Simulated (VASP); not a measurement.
# SrCl2 (I4/mmm) in VASP: a series of runs

The runs below take SrCl2 through single point, with PBE.

All numbers are computed with VASP 6.6.1; they aren't measurements. Logs are shortened: lines on timing, memory, paths and dates and some standing lists are left out, and cuts for length are marked.

### 1 The cell of the first run

It takes space group I4/mmm (No. 139, tetragonal). The conventional cell has a = 4.924 Å, b = 4.924 Å, c = 7.191 Å, α = 90.00°, β = 90.00°, γ = 90.00°. Sr (site symmetry 4/mmm) has 8 Cl at 3.05 Å within 4.0 Å. Within 4.0 Å of Cl (site symmetry -4m2) lie 4 Sr at 3.05 Å and 6 Cl at 3.48 to 3.60 Å.

### 2 Single point, PBE (29.06 Å³/atom)

File INCAR:

```
PREC = Accurate
ENCUT = 520
EDIFF = 1E-7
ISMEAR = 0
SIGMA = 0.05
LREAL = F
LASPH = T
NELM = 60
ALGO = Normal
ISIF = 2
LWAVE = F
LCHARG = F
GGA = PE
NBANDS = 19
```

File KPOINTS:

```
regular mesh
0
Gamma
  6 6 6
```

File POSCAR:

```
SrCl2
1.0
    0.0000000000      3.4817946549      3.5953011607
    3.4817946549      0.0000000000      3.5953011607
    3.4817946549      3.4817946549      0.0000000000
Sr Cl
1 2
Direct
    0.0000000000      0.0000000000      0.0000000000
    0.2500000000      0.2500000000      0.2500000000
    0.7500000000      0.7500000000      0.7500000000
```

Potentials or basis: VASP PAW PBE potentials, release 64 (Sr_sv, Cl).

Launch:

```bash
> cat potpaw_PBE.64/Sr_sv/POTCAR potpaw_PBE.64/Cl/POTCAR > POTCAR
> mpirun -np 1 vasp_std > vasp.out
```

OUTCAR:

```text
PREC = Accurate
   ENCUT = 520
   EDIFF = 1E-7
   ISMEAR = 0
   LREAL = F
   LASPH = T
   NELM = 60
   ISIF = 2
   GGA = PE

 ion  position               nearest neighbor table
   1  0.000  0.000  0.000-   3 3.05   3 3.05   3 3.05   2 3.05   3 3.05   2 3.05   2 3.05   2 3.05

   2  0.250  0.250  0.250-   1 3.05   1 3.05   1 3.05   1 3.05
   3  0.750  0.750  0.750-   1 3.05   1 3.05   1 3.05   1 3.05

  LATTYP: Found a body centered tetragonal cell.
 ALAT       =     4.9240012224
 C/A-ratio  =     1.4603169245

  Lattice vectors:

 A1 = (  -3.4817946549,   0.0000000000,   3.5953011607)
 A2 = (   3.4817946549,   0.0000000000,   3.5953011607)
 A3 = (   0.0000000000,   3.4817946549,  -3.5953011607)

Analysis of symmetry for initial positions (statically):
=====================================================================
 Subroutine PRICEL returns:
 Original cell was already a primitive cell.

 Routine SETGRP: Setting up the symmetry group for a
 body centered tetragonal supercell.

 Subroutine GETGRP returns: Found 16 space group operations
 (whereof 16 operations were pure point group operations)
 out of a pool of 16 trial point group operations.

The static configuration has the point symmetry D_4h.

Analysis of symmetry for dynamics (positions and initial velocities):
=====================================================================
 Subroutine PRICEL returns:
 Original cell was already a primitive cell.

 Routine SETGRP: Setting up the symmetry group for a
 body centered tetragonal supercell.

 Subroutine GETGRP returns: Found 16 space group operations
 (whereof 16 operations were pure point group operations)
 out of a pool of 16 trial point group operations.

The dynamic configuration has the point symmetry D_4h.

 Subroutine INISYM returns: Found 16 space group operations
 (whereof 16 operations are pure point group operations),
 and found     1 'primitive' translations

----------------------------------------------------------------------------------------

                                     Primitive cell

  volume of cell :      87.1709

  direct lattice vectors                    reciprocal lattice vectors
     0.000000000  3.481794655  3.595301161    -0.143604104  0.143604104  0.139070408
     3.481794655  0.000000000  3.595301161     0.143604104 -0.143604104  0.139070408
     3.481794655  3.481794655  0.000000000     0.143604104  0.143604104 -0.139070408

  length of vectors
     5.004906039  5.004906039  4.924001222     0.246139910  0.246139910  0.246139910

  position of ions in fractional coordinates (direct lattice)
     0.000000000  0.000000000  0.000000000
     0.250000000  0.250000000  0.250000000
     0.750000000  0.750000000  0.750000000

  ion indices of the primitive-cell ions
   primitive index   ion index
                 1           1
                 2           2
                 3           3

----------------------------------------------------------------------------------------

 KPOINTS: regular mesh

Automatic generation of k-mesh.
 Grid dimensions read from file:
 generate k-points for:    6    6    6

 Generating k-lattice:

  Cartesian coordinates                     Fractional coordinates (reciprocal lattice)
    -0.023934017  0.023934017  0.023178401     0.166666667  0.000000000  0.000000000
     0.023934017 -0.023934017  0.023178401     0.000000000  0.166666667  0.000000000
     0.023934017  0.023934017 -0.023178401     0.000000000  0.000000000  0.166666667

  Length of vectors
     0.041023318  0.041023318  0.041023318

  Shift w.r.t. Gamma in fractional coordinates (k-lattice)
     0.000000000  0.000000000  0.000000000

 Subroutine IBZKPT returns following result:
 ===========================================

 Found     30 irreducible k-points:

 Following reciprocal coordinates:
            Coordinates               Weight
  0.000000  0.000000  0.000000      1.000000
  0.166667  0.000000  0.000000      8.000000
  0.333333  0.000000  0.000000      8.000000
  0.500000  0.000000  0.000000      4.000000
  0.166667  0.166667  0.000000      2.000000
  0.333333  0.166667  0.000000      8.000000
[... 16 lines left out ...]
  0.333333  0.000000  0.333333      4.000000
  0.500000  0.000000  0.333333     16.000000
 [... further k-points ...]
   k-points           NKPTS =     30   k-points in BZ     NKDIM =     30   number of bands    NBANDS=     19
   number of dos      NEDOS =    301   number of ions     NIONS =      3
   total plane-waves  NPLWV =  64000
   dimension x,y,z NGX =    40 NGY =   40 NGZ =   40
   dimension x,y,z NGXF=    80 NGYF=   80 NGZF=   80
   ions per type =               1   2
   NGX,Y,Z   is equivalent  to a cutoff of  13.29, 13.29, 13.50 a.u.
   NGXF,Y,Z  is equivalent  to a cutoff of  26.57, 26.57, 27.01 a.u.
 SYSTEM =  unknown system
   PREC   = accura    normal or accurate (medium, high low for compatibility)
   ISTART =      0    job   : 0-new  1-cont  2-samecut
[... 42 lines left out ...]
 maximum number of plane-waves:      2357
 NGX is ok and might be reduce to    40
   NGX = 19   NGY = 19   NGZ = 19

 number of electron      24.0000001 magnetization

 Free energy of the ion-electron system (eV)
  ---------------------------------------------------
  ext. energy  EPLUGINS =         0.00000000
  ---------------------------------------------------
  free energy    TOTEN  =       -12.78216142 eV

  energy without entropy =      -12.78216142  energy(sigma->0) =      -12.78216142

 E-fermi :   0.2664     XC(G=0):  -8.1697

 val. band max:        0.0520448853   @ k =   0.5000   0.0000   0.5000
 cond. band min:       5.1893257089   @ k =   0.0000   0.0000   0.0000
 fundamental gap:      5.1372808235
 Fermi energy:         0.2663729562

 k-point     1 :       0.0000    0.0000    0.0000
  band No.  band energies     occupation
      1     -32.9960      2.00000
      2     -14.9793      2.00000
      3     -14.9793      2.00000
      4     -14.9695      2.00000
      5     -13.2406      2.00000
      6     -12.4385      2.00000
[... 11 lines left out ...]
     18       9.0154      0.00000
     19       9.1282      0.00000

 k-point     2 :       0.1667    0.0000    0.0000
  band No.  band energies     occupation
      1     -32.9953      2.00000
      2     -15.0474      2.00000
      3     -14.9820      2.00000
      4     -14.9758      2.00000
      5     -13.1098      2.00000
      6     -12.4923      2.00000
[... 11 lines left out ...]
     18       8.6380      0.00000
     19       9.6394      0.00000

 k-point     3 :       0.3333    0.0000    0.0000
  band No.  band energies     occupation
      1     -32.9940      2.00000
      2     -15.1647      2.00000
      3     -14.9873      2.00000
      4     -14.9826      2.00000
      5     -12.9064      2.00000
      6     -12.5585      2.00000
[... 11 lines left out ...]
     18       8.4589      0.00000
     19       8.9613      0.00000

 k-point     4 :       0.5000    0.0000    0.0000
  band No.  band energies     occupation
      1     -32.9933      2.00000
      2     -15.2145      2.00000
      3     -14.9900      2.00000
      4     -14.9859      2.00000
      5     -12.8624      2.00000
      6     -12.5387      2.00000
[... 11 lines left out ...]
     18       8.4893      0.00000
     19       8.5858      0.00000

 k-point     5 :       0.1667    0.1667    0.0000
  band No.  band energies     occupation
      1     -32.9951      2.00000
      2     -15.0608      2.00000
      3     -14.9859      2.00000
      4     -14.9859      2.00000
      5     -13.0671      2.00000
      6     -12.5016      2.00000
[... 11 lines left out ...]
     18       8.6546      0.00000
     19       8.7110      0.00000
[... 334 lines left out ...]
      2     -15.1780      2.00000
      3     -15.0466      2.00000
      4     -14.9988      2.00000
      5     -12.7032      2.00000
      6     -12.6575      2.00000
[... 11 lines left out ...]
     18       8.5810      0.00000
     19       9.6252      0.00000

 k-point    22 :      -0.3333    0.5000    0.1667
  band No.  band energies     occupation
      1     -32.9925      2.00000
      2     -15.2078      2.00000
      3     -15.0744      2.00000
      4     -15.0074      2.00000
      5     -12.6449      2.00000
      6     -12.6234      2.00000
[... 11 lines left out ...]
     18       9.3215      0.00000
     19       9.8139      0.00000

 k-point    23 :       0.3333    0.0000    0.3333
  band No.  band energies     occupation
      1     -32.9932      2.00000
      2     -15.2052      2.00000
      3     -15.0035      2.00000
      4     -14.9896      2.00000
      5     -12.7200      2.00000
      6     -12.6708      2.00000
[... 11 lines left out ...]
     18       7.9694      0.00000
     19       9.4588      0.00000

 k-point    24 :       0.5000    0.0000    0.3333
  band No.  band energies     occupation
      1     -32.9926      2.00000
      2     -15.2230      2.00000
      3     -15.0371      2.00000
      4     -14.9986      2.00000
      5     -12.7098      2.00000
      6     -12.6054      2.00000
[... 11 lines left out ...]
     18       8.8069      0.00000
     19       9.6227      0.00000

 [... further k-points ...]
[... 5 lines left out ...]
  --------------------------------------------------------------------------------------
  -------------------------------------------------------------------------------------
  Total        0.3515875      0.3515875     -0.5056926      0.0000000     -0.0000000     -0.0000000
  in kB        6.4620818      6.4620818     -9.2944913      0.0000000     -0.0000000     -0.0000000
  external PRESSURE =       1.2098908 kB  Pullay stress =       0.0000000 kB

 VOLUME and BASIS-vectors are now :
 -----------------------------------------------------------------------------
  energy-cutoff  :      520.00
  volume of cell :       87.17
      direct lattice vectors                 reciprocal lattice vectors
     0.000000000  3.481794655  3.595301161    -0.143604104  0.143604104  0.139070408
     3.481794655  0.000000000  3.595301161     0.143604104 -0.143604104  0.139070408
     3.481794655  3.481794655  0.000000000     0.143604104  0.143604104 -0.139070408

 POSITION                                       TOTAL-FORCE (eV/Angst)
 -----------------------------------------------------------------------------------
      0.00000      0.00000      0.00000         0.000000     -0.000000      0.000000
      1.74090      1.74090      1.79765        -0.000000      0.000000      0.000000
      5.22269      5.22269      5.39295         0.000000      0.000000     -0.000000
 -----------------------------------------------------------------------------------
    total drift:                               -0.000000     -0.000000      0.000000

  FREE ENERGIE OF THE ION-ELECTRON SYSTEM (eV)
  ---------------------------------------------------
  free  energy   TOTEN  =       -12.7821614199 eV

  energy  without entropy=      -12.7821614199  energy(sigma->0) =      -12.78216142
```

Run time: 36 s. Hardware: 1 thread of Intel Xeon Platinum 8488C (Sapphire Rapids), shared host; peak memory 0.25 GiB.

Results:

```
Free energy            : -12.7822 eV
Pressure               : 0.1 GPa
Band gap on the k mesh : 5.14 eV (least direct gap 5.44 eV)
```

### 3 Single point, PBE (27.20 Å³/atom)

This run uses another cell than the first one, of 27.20 Å³/atom.

File INCAR:

```
SYSTEM = SrCl2
PREC     = Accurate       ! precision mode
ENCUT    = 520            ! plane-wave cutoff, eV
EDIFF    = 1E-6           ! SCF threshold, eV
ISMEAR   = 0              ! smearing method
SIGMA    = 0.05           ! smearing width, eV
LREAL    = .False.        ! projectors in reciprocal space
LASPH    = .True.         ! aspherical terms in the spheres
NELM     = 100            ! most SCF steps
ALGO     = Normal         ! electronic algorithm
ISIF     = 2              ! what is computed and relaxed
LWAVE    = .False.        ! write WAVECAR
LCHARG   = .False.        ! write CHGCAR
GGA      = PE             ! functional
NBANDS   = 19             ! bands
```

File KPOINTS:

```
regular mesh
0
Gamma
  6 6 6
  0 0 0
```

File POSCAR:

```
SrCl2
1.0
    0.0000000000      3.4609156084      3.4058870502
    3.4609156084      0.0000000000      3.4058870502
    3.4609156084      3.4609156084      0.0000000000
Sr Cl
1 2
Direct
    0.0000000000      0.0000000000      0.0000000000
    0.2500000000      0.2500000000      0.2500000000
    0.7500000000      0.7500000000      0.7500000000
```

Potentials or basis: VASP PAW PBE potentials, release 64 (Sr_sv, Cl).

Launch:

```bash
> cat potpaw_PBE.64/Sr_sv/POTCAR potpaw_PBE.64/Cl/POTCAR > POTCAR
> mpirun -np 1 vasp_std > vasp.out
```

Run time: 25 s. Hardware: 1 thread of AMD EPYC 9R45 (Zen 5), shared host; peak memory 0.19 GiB.

The run converged. Its results:

```yaml
Free_energy: -12.7401 eV
Pressure: 2.7 GPa
Band_gap_on_the_k_mesh: 5.41 eV
```

Stress tensor (GPa, compression positive):
```
2.45 0.00 0.00
0.00 2.45 0.00
0.00 0.00 3.33
```

Levels at points of the mesh, in eV from the valence-band top:
```tsv
k point	band 9	band 10	band 11	band 12	band 13	band 14	band 15	band 16
(0.00, 0.00, 0.00)	-2.32	-0.47	-0.47	-0.34	5.41	5.95	6.07	9.01
(0.50, 0.00, 0.00)	-1.64	-1.46	-1.18	-1.17	6.66	6.69	7.57	7.85
(0.50, 0.50, 0.00)	-2.04	-0.53	-0.53	0.00	5.42	7.16	7.63	8.12
(0.50, 0.00, 0.50)	-2.01	-0.57	-0.42	-0.10	5.41	7.03	7.63	8.00
```

A k mesh can miss the band edges.

### 4 Single point, PBE (27.20 Å³/atom)

This run uses another cell than the first one, of 27.20 Å³/atom.

File INCAR:

```
SYSTEM = SrCl2
  PREC = Accurate
  ENCUT = 520
  EDIFF = 1E-6
  ISMEAR = 0
  SIGMA = 0.05
  LREAL = .False.
  LASPH = .True.
  NELM = 60
  ALGO = Normal
  ISIF = 2
  LWAVE = .False.
  LCHARG = .True.
  GGA = PE
  LELF = .True.
  LVHAR = .True.
  NBANDS = 19
```

KPOINTS is that of step 3.

File POSCAR:

```
SrCl2
1.0
    0.0000000000      3.4058593817      3.5168903975
    3.4058593817      0.0000000000      3.5168903975
    3.4058593817      3.4058593817      0.0000000000
Sr Cl
1 2
Direct
    0.0000000000      0.0000000000      0.0000000000
    0.2500000000      0.2500000000      0.2500000000
    0.7500000000      0.7500000000      0.7500000000
```

Launch:

```bash
> cat potpaw_PBE.64/Sr_sv/POTCAR potpaw_PBE.64/Cl/POTCAR > POTCAR
> mpirun -np 1 vasp_std > vasp.out
```

Run time: 26 s. Hardware: 1 thread of AMD EPYC 9R45 (Zen 5), shared host; peak memory 0.19 GiB.

It converged, with:

| Property | Result |
| --- | --- |
| Free energy | -12.7330 eV |
| Pressure | 2.7 GPa |
| Band gap on the k mesh | 5.37 eV (least direct gap 5.40 eV) |

Stress tensor (GPa, compression positive):
```
3.33 0.00 0.00
0.00 3.33 0.00
0.00 0.00 1.59
```

Levels at points of the mesh, in eV from the valence-band top:
| k point | band 8 | band 9 | band 10 | band 11 | band 12 | band 13 | band 14 | band 15 | band 16 | band 17 |
| --- | --- | --- | --- | --- | --- | --- | --- | --- | --- | --- |
| (0.00, 0.00, 0.00) | -2.37 | -2.27 | -0.59 | -0.34 | -0.34 | 5.37 | 5.95 | 6.12 | 8.93 | 9.08 |
| (0.50, 0.00, 0.00) | -1.72 | -1.64 | -1.46 | -1.18 | -1.16 | 6.64 | 6.70 | 7.56 | 7.84 | 8.71 |
| (0.50, 0.50, 0.00) | -2.04 | -2.04 | -0.45 | -0.45 | -0.20 | 5.40 | 6.90 | 7.63 | 7.92 | 7.92 |
| (0.50, 0.00, 0.50) | -2.11 | -1.98 | -0.68 | -0.39 | 0.00 | 5.40 | 7.15 | 7.63 | 8.07 | 8.15 |

### 5 Single point, PBE (27.66 Å³/atom)

This run uses another cell than the first one, of 27.66 Å³/atom.

File INCAR:

```
PREC = Accurate
ENCUT = 520
EDIFF = 1E-6
ISMEAR = 0
SIGMA = 0.05
LREAL = False
LASPH = True
NELM = 100
ALGO = Normal
ISIF = 2
LWAVE = False
LCHARG = False
GGA = PE
NBANDS = 19
```

File KPOINTS:

```
Automatic mesh
0
Gamma
  6 6 6
```

File POSCAR:

```
SrCl2
1.0
    0.0000000000      3.4068921669      3.5748519507
    3.4068921669      0.0000000000      3.5748519507
    3.4068921669      3.4068921669      0.0000000000
Sr Cl
1 2
Direct
    0.0000000000      0.0000000000      0.0000000000
    0.2500000000      0.2500000000      0.2500000000
    0.7500000000      0.7500000000      0.7500000000
```

Launch:

```bash
> cat potpaw_PBE.64/Sr_sv/POTCAR potpaw_PBE.64/Cl/POTCAR > POTCAR
> mpirun -np 1 vasp_std > vasp.out
```

It took 28 s on 1 thread of AMD EPYC 9R45 (Zen 5), shared host; peak memory 0.21 GiB.

Results (log left out):

```yaml
Free_energy: -12.7424 eV
Pressure: 2.0 GPa
Band_gap_on_the_k_mesh: 5.21 eV (least direct gap 5.36 eV)
```

Stress tensor (GPa, compression positive):
```
2.85 0.00 0.00
0.00 2.85 0.00
0.00 0.00 0.32
```

Levels at points of the mesh, in eV from the valence-band top:
```tsv
k point	band 9	band 10	band 11	band 12	band 13	band 14	band 15	band 16
(0.00, 0.00, 0.00)	-2.22	-0.69	-0.33	-0.33	5.21	5.91	6.14	8.82
(0.50, 0.00, 0.00)	-1.63	-1.47	-1.20	-1.17	6.57	6.65	7.44	7.77
(0.50, 0.50, 0.00)	-2.04	-0.44	-0.44	-0.29	5.37	6.74	7.55	7.77
(0.50, 0.00, 0.50)	-1.95	-0.77	-0.35	0.00	5.36	7.11	7.55	7.99
```

### 6 Single point, PBE (27.66 Å³/atom)

This run uses another cell than the first one, of 27.66 Å³/atom.

File INCAR:

```
SYSTEM = SrCl2
  PREC = Accurate
  ENCUT = 520
  EDIFF = 1E-6
  ISMEAR = 0
  SIGMA = 0.05
  LREAL = .False.
  LASPH = .True.
  NELM = 60
  ALGO = Normal
  ISIF = 2
  LWAVE = .False.
  LCHARG = .True.
  GGA = PE
  LELF = .True.
  LVHAR = .True.
  NBANDS = 19
```

File KPOINTS:

```
regular mesh
0
Gamma
  6 6 6
  0 0 0
```

File POSCAR:

```
SrCl2
1.0
    0.0000000000      3.4434877987      3.4992723010
    3.4434877987      0.0000000000      3.4992723010
    3.4434877987      3.4434877987      0.0000000000
Sr Cl
1 2
Direct
    0.0000000000      0.0000000000      0.0000000000
    0.2500000000      0.2500000000      0.2500000000
    0.7500000000      0.7500000000      0.7500000000
```

Potentials or basis: VASP PAW PBE potentials, release 64 (Sr_sv, Cl).

Launch:

```bash
> cat potpaw_PBE.64/Sr_sv/POTCAR potpaw_PBE.64/Cl/POTCAR > POTCAR
> mpirun -np 1 vasp_std > vasp.out
```

Wall time 30 s (1 thread of AMD EPYC 9R45 (Zen 5), shared host); peak memory 0.21 GiB.

The run converged. Its results:

- Free energy: -12.7611 eV
- Pressure: 2.0 GPa
- Band gap on the k mesh: 5.38 eV (least direct gap 5.46 eV)

Stress tensor (GPa, compression positive):
```
2.28 0.00 0.00
0.00 2.28 0.00
0.00 0.00 1.43
```

Levels at points of the mesh, in eV from the valence-band top:
```csv
k point,band 10,band 11,band 12,band 13,band 14,band 15
"(0.00, 0.00, 0.00)",-0.46,-0.34,-0.34,5.38,6.01,6.11
"(0.50, 0.00, 0.00)",-1.39,-1.12,-1.11,6.68,6.71,7.55
"(0.50, 0.50, 0.00)",-0.43,-0.43,-0.10,5.46,6.98,7.63
"(0.50, 0.00, 0.50)",-0.54,-0.40,0.00,5.46,7.11,7.62
```

### 7 The runs side by side

| cell | gap on the mesh (eV) | pressure (GPa) |
| --- | --- | --- |
| a = 5.005, b = 5.005, c = 4.924 Å, angles 60.5, 60.5, 58.9°, 3 atoms | 5.14 | 0.1 |
| a = 4.856, b = 4.856, c = 4.894 Å, angles 59.7, 59.7, 60.5°, 3 atoms | 5.41 | 2.7 |
| a = 4.896, b = 4.896, c = 4.817 Å, angles 60.5, 60.5, 58.9°, 3 atoms | 5.37 | 2.7 |
| a = 4.938, b = 4.938, c = 4.818 Å, angles 60.8, 60.8, 58.4°, 3 atoms | 5.21 | 2.0 |
| a = 4.909, b = 4.909, c = 4.870 Å, angles 60.3, 60.3, 59.5°, 3 atoms | 5.38 | 2.0 |

Alike in all rows: task single point; level PBE; potentials or basis VASP PAW PBE potentials, release 64 (Sr_sv, Cl); no spin polarisation; k mesh 6 × 6 × 6; cutoff (eV) 520; smearing gaussian 0.05 eV.

Absolute energies hang on the potentials; compare differences alone.
